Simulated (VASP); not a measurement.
# InSb3 (P4/mbm) in VASP: single point with PBE+D3(BJ)

Aim: the single point of InSb3 with PBE+D3(BJ).

All numbers are computed with VASP 6.6.1; they aren't measurements. Logs are shortened: lines on timing, memory, paths and dates and some standing lists are left out, and cuts for length are marked.

## 1. The cell of the first run

It takes space group P4/mbm (No. 127, tetragonal). The conventional cell has a = 6.694 Å, b = 6.694 Å, c = 4.733 Å, α = 90.00°, β = 90.00°, γ = 90.00°. Within 4.4 Å of In (site symmetry 4/m) lie 12 Sb at 3.35 Å. Within 4.5 Å of Sb (site symmetry m2m) lie 9 Sb at 3.24 to 4.43 Å and 4 In at 3.35 Å. Sb (site symmetry mmm) has 8 Sb at 3.24 to 3.45 Å and 4 In at 3.35 Å within 4.3 Å.

## 2. Single point, PBE+D3(BJ)

File INCAR:

```
SYSTEM = InSb3
ALGO     = Fast           ! electronic algorithm
EDIFF    = 1E-6           ! SCF threshold, eV
ENCUT    = 520            ! plane-wave cutoff, eV
GGA      = PE             ! functional
ISIF     = 2              ! what is computed and relaxed
ISMEAR   = 0              ! smearing method
IVDW     = 12             ! dispersion correction
LASPH    = .True.         ! aspherical terms in the spheres
LCHARG   = .True.         ! write CHGCAR
LELF     = .True.         ! ELF
LREAL    = .False.        ! projectors in reciprocal space
LVHAR    = .True.       
LWAVE    = .False.        ! write WAVECAR
NBANDS   = 38             ! bands
NELM     = 100            ! most SCF steps
PREC     = Accurate       ! precision mode
SIGMA    = 0.15           ! smearing width, eV
```

File KPOINTS:

```
k-points
0
Gamma
  10 8 8
  0 0 0
```

File POSCAR:

```
InSb3
1.0
   -4.7333130259      0.0000000000      0.0000000000
    0.0000000000      4.7333130259      4.7333130259
    0.0000000000      4.7333130259     -4.7333130259
In Sb
2 6
Direct
    1.0000000000      0.0000000000      0.0000000000
    1.0000000000      0.5000000000      0.5000000000
    0.5000000000      0.2658451384      0.7658451384
    0.5000000000      0.7341548616      0.2341548616
    0.0000000000      0.5000000000      0.0000000000
    0.0000000000      0.0000000000      0.5000000000
    0.5000000000      0.7658451384      0.7341548616
    0.5000000000      0.2341548616      0.2658451384
```

Potentials or basis: VASP PAW PBE potentials, release 64 (In_d, Sb).

Launch:

```console
cat potpaw_PBE.64/In_d/POTCAR potpaw_PBE.64/Sb/POTCAR > POTCAR
mpirun -np 1 vasp_std > vasp.out
```

OUTCAR:

```text
SYSTEM = InSb3
   EDIFF = 1E-6
   ENCUT = 520
   GGA = PE
   ISIF = 2
   ISMEAR = 0
   IVDW = 12
   LASPH = .True.
   LREAL = .False.
   NELM = 100
   PREC = Accurate
 IVDW          = 12

 ion  position               nearest neighbor table
   1  0.000  0.000  0.000-   5 3.35   6 3.35   6 3.35   5 3.35   7 3.35   8 3.35   3 3.35   4 3.35
                             3 3.35   4 3.35   7 3.35   8 3.35
   2  0.000  0.500  0.500-   5 3.35   6 3.35   5 3.35   6 3.35   7 3.35   8 3.35   3 3.35   4 3.35
                             3 3.35   4 3.35   7 3.35   8 3.35
   3  0.500  0.266  0.766-   5 3.24   5 3.24   1 3.35   1 3.35   2 3.35   2 3.35   7 3.35   7 3.35
                             8 3.35   8 3.35   6 3.45   6 3.45
   4  0.500  0.734  0.234-   5 3.24   5 3.24   1 3.35   1 3.35   2 3.35   2 3.35   8 3.35   7 3.35
                             8 3.35   7 3.35   6 3.45   6 3.45
   5  0.000  0.500  0.000-   3 3.24   4 3.24   3 3.24   4 3.24   2 3.35   1 3.35   1 3.35   2 3.35
                             7 3.45   8 3.45   7 3.45   8 3.45
   6  0.000  0.000  0.500-   7 3.24   8 3.24   7 3.24   8 3.24   1 3.35   2 3.35   1 3.35   2 3.35
                             3 3.45   4 3.45   3 3.45   4 3.45
   7  0.500  0.766  0.734-   6 3.24   6 3.24   1 3.35   1 3.35   2 3.35   2 3.35   3 3.35   4 3.35
                             3 3.35   4 3.35   5 3.45   5 3.45
   8  0.500  0.234  0.266-   6 3.24   6 3.24   1 3.35   1 3.35   2 3.35   2 3.35   4 3.35   4 3.35
                             3 3.35   3 3.35   5 3.45   5 3.45

  LATTYP: Found a simple tetragonal cell.
 ALAT       =     6.6939154762
 C/A-ratio  =     0.7071067812

  Lattice vectors:

 A1 = (   0.0000000000,   4.7333130259,   4.7333130259)
 A2 = (   0.0000000000,   4.7333130259,  -4.7333130259)
 A3 = (  -4.7333130259,   0.0000000000,   0.0000000000)

Analysis of symmetry for initial positions (statically):
=====================================================================
 Subroutine PRICEL returns:
 Original cell was already a primitive cell.

 Routine SETGRP: Setting up the symmetry group for a
 simple tetragonal supercell.

 Subroutine GETGRP returns: Found 16 space group operations
 (whereof  8 operations were pure point group operations)
 out of a pool of 16 trial point group operations.

The static configuration has the point symmetry C_4h.
 The point group associated with its full space group is D_4h.

Analysis of symmetry for dynamics (positions and initial velocities):
=====================================================================
 Subroutine PRICEL returns:
 Original cell was already a primitive cell.

 Routine SETGRP: Setting up the symmetry group for a
 simple tetragonal supercell.

 Subroutine GETGRP returns: Found 16 space group operations
 (whereof  8 operations were pure point group operations)
 out of a pool of 16 trial point group operations.

The dynamic configuration has the point symmetry C_4h.
 The point group associated with its full space group is D_4h.

 Subroutine INISYM returns: Found 16 space group operations
 (whereof  8 operations are pure point group operations),
 and found     1 'primitive' translations

----------------------------------------------------------------------------------------

                                     Primitive cell

  volume of cell :     212.0927

  direct lattice vectors                    reciprocal lattice vectors
    -4.733313026  0.000000000  0.000000000    -0.211268512  0.000000000  0.000000000
     0.000000000  4.733313026  4.733313026     0.000000000  0.105634256  0.105634256
     0.000000000  4.733313026 -4.733313026     0.000000000  0.105634256 -0.105634256

  length of vectors
     4.733313026  6.693915476  6.693915476     0.211268512  0.149389398  0.149389398

  position of ions in fractional coordinates (direct lattice)
     0.000000000  0.000000000  0.000000000
     0.000000000  0.500000000  0.500000000
     0.500000000  0.265845138  0.765845138
     0.500000000  0.734154862  0.234154862
     0.000000000  0.500000000  0.000000000
     0.000000000  0.000000000  0.500000000
     0.500000000  0.765845138  0.734154862
     0.500000000  0.234154862  0.265845138

  ion indices of the primitive-cell ions
   primitive index   ion index
                 1           1
                 2           2
                 3           3
                 4           4
                 5           5
                 6           6
                 7           7
                 8           8

----------------------------------------------------------------------------------------

 KPOINTS: k-points

Automatic generation of k-mesh.
 Grid dimensions read from file:
 generate k-points for:   10    8    8

 Generating k-lattice:

  Cartesian coordinates                     Fractional coordinates (reciprocal lattice)
    -0.021126851  0.000000000  0.000000000     0.100000000  0.000000000  0.000000000
     0.000000000  0.013204282  0.013204282     0.000000000  0.125000000  0.000000000
     0.000000000  0.013204282 -0.013204282     0.000000000  0.000000000  0.125000000

  Length of vectors
     0.021126851  0.018673675  0.018673675

  Shift w.r.t. Gamma in fractional coordinates (k-lattice)
     0.000000000  0.000000000  0.000000000

 Subroutine IBZKPT returns following result:
 ===========================================

 Found     90 irreducible k-points:

 Following reciprocal coordinates:
            Coordinates               Weight
  0.000000  0.000000  0.000000      1.000000
  0.100000  0.000000  0.000000      2.000000
  0.200000  0.000000  0.000000      2.000000
  0.300000  0.000000  0.000000      2.000000
  0.400000  0.000000  0.000000      2.000000
  0.500000  0.000000  0.000000      1.000000
[... 16 lines left out ...]
  0.400000  0.375000  0.000000      8.000000
  0.500000  0.375000  0.000000      4.000000
 [... further k-points ...]
   k-points           NKPTS =     90   k-points in BZ     NKDIM =     90   number of bands    NBANDS=     38
   number of dos      NEDOS =    301   number of ions     NIONS =      8
   total plane-waves  NPLWV =  90000
   dimension x,y,z NGX =    36 NGY =   50 NGZ =   50
   dimension x,y,z NGXF=    72 NGYF=  100 NGZF=  100
   ions per type =               2   6
   NGX,Y,Z   is equivalent  to a cutoff of  12.64, 12.42, 12.42 a.u.
   NGXF,Y,Z  is equivalent  to a cutoff of  25.29, 24.84, 24.84 a.u.
 SYSTEM =  InSb3
   PREC   = accura    normal or accurate (medium, high low for compatibility)
   ISTART =      0    job   : 0-new  1-cont  2-samecut
   ICHARG =      2    charge: 1-file 2-atom 10-const
   ISPIN  =      1    spin polarized calculation?
   LNONCOLLINEAR =      F non collinear calculations
   LSORBIT =      F    spin-orbit coupling
   LASPH  =      T    aspherical Exc in radial PAW
   ENCUT  =  520.0 eV  38.22 Ry    6.18 a.u.   8.80 12.45 12.45*2*pi/ulx,y,z
   NELM   =    100;   NELMIN=  2; NELMDL= -5     # of ELM steps
   EDIFF  = 0.1E-05   stopping-criterion for ELM
   LREAL  =      F    real-space projection
   EDIFFG = 0.1E-04   stopping-criterion for IOM
   NSW    =      0    number of steps for IOM
   IBRION =     -1    ionic relax: 0-MD 1-quasi-New 2-CG
   NFREE  =      0    steps in history (QN), initial steepest desc. (CG)
   ISIF   =      2    stress and relaxation
   ISYM   =      2    0-nonsym 1-usesym 2-fastsym
   POTIM  = 0.5000    time-step for ionic-motion
   TEBEG  =    0.0;   TEEND  =   0.0 temperature during run
   PSTRESS=    0.0 pullay stress
   NELECT =      56.0000    total number of electrons
   NUPDOWN=      -1.0000    fix difference up-down
   EMIN   =  10.00;   EMAX   =-10.00  energy-range for DOS
   EFERMI =   0.00;   METHOD = LEGACY
   ISMEAR =     0;   SIGMA  =   0.15  broadening in eV -4-tet -1-fermi 0-gaus
   EFERMI_NEDOS =   21; number of points for ismear=-14 and -15
   IALGO  =     68    algorithm
   IMIX   =      4    mixing-type and parameters
     AMIX     =   0.40;   BMIX     =  1.00
     AMIX_MAG =   1.60;   BMIX_MAG =  1.00
  volume/ion in A,a.u.               =      26.51       178.91
  Fermi-wavevector in a.u.,A,eV,Ry     =   1.050257  1.984698 15.007769  1.103040
  Thomas-Fermi vector in A             =   2.185253
   LORBIT       =      0    0 simple, 1 ext, 2 COOP (PROOUT), +10 PAW based schemes
   GGA     = PE    functional components
   LHFCALC =     F    Hartree Fock is set to
   AEXX    =    0.0000 exact exchange contribution
   IVDW    =    12    specifies the selected vdW correction
   LEPSILON=     F    determine dielectric tensor
   LRPA    =     F    only Hartree local field effects (RPA)
 non-spin polarized calculation
 RMM-DIIS sequential band-by-band and
 Gauss-broadening in eV      SIGMA  =   0.15
  energy-cutoff  :      520.00
  volume of cell :      212.09
 maximum number of plane-waves:      5752
 NGX is ok and might be reduce to    36
   NGX = 17   NGY = 25   NGZ = 25

 number of electron      56.0000016 magnetization

 Free energy of the ion-electron system (eV)
  ---------------------------------------------------
  ext. energy  EPLUGINS =         0.00000000
  ---------------------------------------------------
  free energy    TOTEN  =       -28.43434929 eV

  energy without entropy =      -28.39430566  energy(sigma->0) =      -28.41432747

 E-fermi :   8.3923     XC(G=0): -10.2648

 val. band max:        8.3912872132   @ k =   0.5000   0.3750   0.3750
 cond. band min:       8.3940932606   @ k =   0.0000   0.5000   0.2500
 fundamental gap:      0.0028060475
 Fermi energy:         8.3923139688

 k-point     1 :       0.0000    0.0000    0.0000
  band No.  band energies     occupation
      1      -6.1802      2.00000
      2      -6.1512      2.00000
      3      -6.1508      2.00000
      4      -6.1439      2.00000
      5      -6.1439      2.00000
      6      -6.1346      2.00000
[... 30 lines left out ...]
     37      11.8986      0.00000
     38      13.2282      0.00000
[... 941 lines left out ...]
     37      12.2482      0.00000
     38      12.3032      0.00000

 [... further k-points ...]

------------------------ aborting loop because EDIFF is reached ----------------------------------------

 Edisp (eV)   -3.82347

 E8    (eV) :    -1.7945

  FORCE on cell =-STRESS in cart. coord.  units (eV):
  Direction    XX          YY          ZZ          XY          YZ          ZX
  --------------------------------------------------------------------------------------
  -------------------------------------------------------------------------------------
  Total       0.58362    -0.19487    -0.19487     0.00000     0.00000    -0.00000
  in kB       4.40878    -1.47210    -1.47210     0.00000     0.00000    -0.00000
  external pressure =        0.49 kB  Pullay stress =        0.00 kB

 VOLUME and BASIS-vectors are now :
 -----------------------------------------------------------------------------
  energy-cutoff  :      520.00
  volume of cell :      212.09
      direct lattice vectors                 reciprocal lattice vectors
    -4.733313026  0.000000000  0.000000000    -0.211268512  0.000000000  0.000000000
     0.000000000  4.733313026  4.733313026     0.000000000  0.105634256  0.105634256
     0.000000000  4.733313026 -4.733313026     0.000000000  0.105634256 -0.105634256

 POSITION                                       TOTAL-FORCE (eV/Angst)
 -----------------------------------------------------------------------------------
      0.00000      0.00000      0.00000        -0.000000      0.000000      0.000000
      0.00000      4.73331      0.00000        -0.000000      0.000000     -0.000000
     -2.36666      4.88331     -2.36666        -0.000000     -0.013495      0.000000
     -2.36666      4.58331      2.36666        -0.000000      0.013495      0.000000
      0.00000      2.36666      2.36666        -0.000000      0.000000     -0.000000
      0.00000      2.36666     -2.36666        -0.000000      0.000000      0.000000
     -2.36666      7.09997      0.15000         0.000000      0.000000     -0.013495
     -2.36666      2.36666     -0.15000        -0.000000      0.000000      0.013495
 -----------------------------------------------------------------------------------
    total drift:                                0.000000      0.000000      0.000000

  FREE ENERGIE OF THE ION-ELECTRON SYSTEM (eV)
  ---------------------------------------------------
  free  energy   TOTEN  =       -32.2578195692 eV

  energy  without entropy=      -32.2177759373  energy(sigma->0) =      -32.23779775
```

Run time: 13 min. Hardware: 1 thread of Oxide Virtual Turin-like, shared host; peak memory 0.66 GiB.

Results:

```yaml
Free_energy: -32.2578 eV
Pressure: 0.0 GPa
Largest_force: 0.013 eV/Å
Band_gap_on_the_k_mesh: zero (bands 28 and 29 overlap by 1.81 eV)
Dispersion_energy_per_atom: -0.478 eV
```

Forces on the atoms (eV/Å):
```
In   0.000  0.000  0.000
In   0.000  0.000  0.000
Sb   0.000 -0.013  0.000
Sb   0.000  0.013  0.000
Sb   0.000  0.000  0.000
Sb   0.000  0.000  0.000
Sb   0.000  0.000 -0.013
Sb   0.000  0.000  0.013
```

Caveat: spin-orbit coupling is left out, which moves the levels of the heavy elements.
